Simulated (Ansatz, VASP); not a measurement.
ZnAu: VASP beside Ansatz

File INCAR:

```
PREC     = Accurate       # precision mode
ENCUT    = 520            # plane-wave cutoff, eV
EDIFF    = 1E-6           # SCF threshold, eV
ISMEAR   = 0              # smearing method
SIGMA    = 0.1            # smearing width, eV
LREAL    = F              # projectors in reciprocal space
LASPH    = T              # aspherical terms in the spheres
NELM     = 80             # most SCF steps
ALGO     = Normal         # electronic algorithm
ISIF     = 2              # what is computed and relaxed
LWAVE    = F              # write WAVECAR
LCHARG   = T              # write CHGCAR
GGA      = PS             # functional
LELF     = T              # ELF
LVHAR    = T            
NBANDS   = 18             # bands
```

KPOINTS

```
regular mesh
0
Gamma
  14 14 14
```

File POSCAR:

```
ZnAu
1.0
    3.0965885975      0.0000000000      0.0000000000
    0.0000000000      3.0965885975      0.0000000000
    0.0000000000      0.0000000000      3.0965885975
Zn Au
1 1
Direct
    0.5000000000      0.5000000000      0.5000000000
    0.0000000000      0.0000000000      0.0000000000
```

Input for Ansatz:

```yaml
crystal:
  lattice:
    - [3.0965886023, 0.0, 0.0]
    - [0.0, 3.0965886023, 0.0]
    - [0.0, 0.0, 3.0965886023]
  atoms:
    - { symbol: Zn, position: [0.5, 0.5, 0.5] }
    - { symbol: Au, position: [0.0, 0.0, 0.0] }
basis:
  ecutwfc: 420
kpoints:
  mp_grid: { grid: [14, 14, 14] }
hamiltonian:
  xc: pbesol
scf:
  occupations: { method: gaussian, width: 0.1 }
output:
  forces: true
  stress: true
  eigenvalues: true
  write_density: true
  write_potential: true
  elf: true
  volumetric_format: npy
```

Alike in both runs: task single point; functional PBEsol; k mesh 14 × 14 × 14; occupations gaussian, width 0.1 eV; no spin polarisation.

|  | VASP | Ansatz |
| --- | --- | --- |
| version | VASP 6.6.1 | Ansatz 0.2.0 |
| potentials or method | VASP PAW PBE potentials, release 64 (Zn, Au), cutoff 520 eV | scalar-relativistic, plane waves, PAW |
| valence electrons in the cell | 23 | 31 |

VASP gave:

```
gap on the k mesh at the Fermi level (eV) : none
pressure (GPa)                            : 4.9
```

**Question.** What did Ansatz give for the same quantities?

**Answer.** gap on the k mesh at the Fermi level (eV): none; pressure (GPa): 4.7.

VASP's potentials were made for PBE, not for PBEsol. A gap of «none» marks a metal or a gap that the smearing closes. VASP's potentials hold 23 valence electrons a cell and Ansatz's 31, so a difference there can come from the potentials and not from the codes.

Spin-orbit coupling is off throughout.
